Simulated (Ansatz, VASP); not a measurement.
## Si2Mo: VASP beside Ansatz

Contents of INCAR:

```
ALGO = Normal ; EDIFF = 1E-7
ENCUT = 520 ; GGA = PS
ISIF = 2 ; ISMEAR = -1
LASPH = T ; LCHARG = F
LREAL = F ; LWAVE = F
NBANDS = 18 ; NELM = 60
PREC = Accurate ; SIGMA = 0.08
```

The input KPOINTS:

```
k-points
0
Gamma
  16 16 16
```

The input POSCAR:

```
Si2Mo
1.0
   -1.6210550461      1.6210550461      3.9822230367
    1.6210550461     -1.6210550461      3.9822230367
    1.6210550461      1.6210550461     -3.9822230367
Si Mo
2 1
Direct
    0.3330000000      0.3330000000      0.0000000000
    0.6670000000      0.6670000000      0.0000000000
    0.0000000000      0.0000000000      0.0000000000
```

Input for Ansatz:

```yaml
crystal:
  lattice:
    - [-1.6210550461, 1.6210550461, 3.9822230367]
    - [1.6210550461, -1.6210550461, 3.9822230367]
    - [1.6210550461, 1.6210550461, -3.9822230367]
  atoms:
    - { symbol: Si, position: [0.333, 0.333, 0.0] }
    - { symbol: Si, position: [0.667, 0.667, 0.0] }
    - { symbol: Mo, position: [0.0, 0.0, 0.0] }
kpoints:
  mp_grid: { grid: [16, 16, 16] }
  band_path:
    path:
      - [0.0, 0.0, 0.0]
      - [0.0, 0.0, 0.5]
      - [0.25, 0.25, 0.25]
      - [0.0, 0.5, 0.0]
      - [0.0, 0.0, 0.0]
      - [0.5, 0.5, -0.5]
      - [0.2914270847, 0.7085729153, -0.2914270847]
      - [-0.2914270847, 0.2914270847, 0.2914270847]
      - [0.0, 0.0, 0.0]
    npoints: 5
scf:
  occupations: { method: fermi_dirac, width: 0.08 }
hamiltonian:
  xc: pbesol
  pseudopotentials: { kind: all_electron, lapw: { basis_error: 0.001 } }
output:
  forces: true
  stress: true
  eigenvalues: true
```

Change from the starting cell: volume scaled by 1.04.

Alike in both runs: task single point; functional PBEsol; k mesh 16 × 16 × 16; occupations fermi-dirac, width 0.08 eV; no spin polarisation.

|  | VASP | Ansatz |
| --- | --- | --- |
| version | VASP 6.6.1 | Ansatz 0.2.0 |
| potentials or method | VASP PAW PBE potentials, release 64 (Si, Mo_sv), cutoff 520 eV | all-electron LAPW, scalar-relativistic |

VASP gave:

| Property | Result |
| --- | --- |
| pressure (GPa) | -10.0 |
| traceless stress, the component that is largest in VASP (GPa) | -1.44 |
| rms of the force components (eV/Å) | 0.178 |

Q: Which values does Ansatz return?

A: Pressure (GPa): -10.2; traceless stress, the component that is largest in VASP (GPa): -1.45; rms of the force components (eV/Å): 0.180.

VASP's potentials were made for PBE, not for PBEsol. Atom by atom the forces differ by 0.002 eV/Å (rms over components). Ansatz ran all-electron here, and VASP with PAW potentials.
